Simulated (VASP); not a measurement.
A run of VASP 6.6.1 is set up as follows.

Contents of INCAR:

```
PREC = Accurate ; ENCUT = 520
EDIFF = 1E-7 ; ISMEAR = -1
SIGMA = 0.05 ; LREAL = False
LASPH = True ; NELM = 150
ALGO = Normal ; ISIF = 2
LWAVE = False ; LCHARG = False
ISPIN = 2 ; MAGMOM = 7 0 0
LORBIT = 11 ; LMAXMIX = 6
GGA = CA ; NBANDS = 24
```

File KPOINTS:

```
regular mesh
0
Gamma
  8 8 7
```

File POSCAR:

```
GdSi2
1.0
    4.0593057695      0.0000000000      0.0000000000
   -2.0296528848      3.5154619181      0.0000000000
    0.0000000000      0.0000000000      4.0714962500
Gd Si
1 2
Direct
    0.0000000000      0.0000000000      0.0000000000
    0.6666666667      0.3333333333      0.5000000000
    0.3333333333      0.6666666667      0.5000000000
```

Potentials or basis: VASP PAW PBE potentials, release 64 (Gd, Si).

Launch:

```console
$ cat potpaw_PBE.64/Gd/POTCAR potpaw_PBE.64/Si/POTCAR > POTCAR
$ mpirun -np 1 vasp_std > vasp.out
```

Problem. Predict the site moments.

Solution. Gd +6.64; Si -0.04 μB.

Problem. Predict the net moment.

Solution. 6.60 μB per cell.

Stress tensor (GPa, compression positive):
```
-3.62  0.00  0.00
 0.00 -3.62  0.00
 0.00  0.00 -5.75
```

Caveat: the cell stands under tension; the PAW data sets were made with another functional, which shifts forces and pressure a little. The state reached can hang on the start; a lower one may exist.
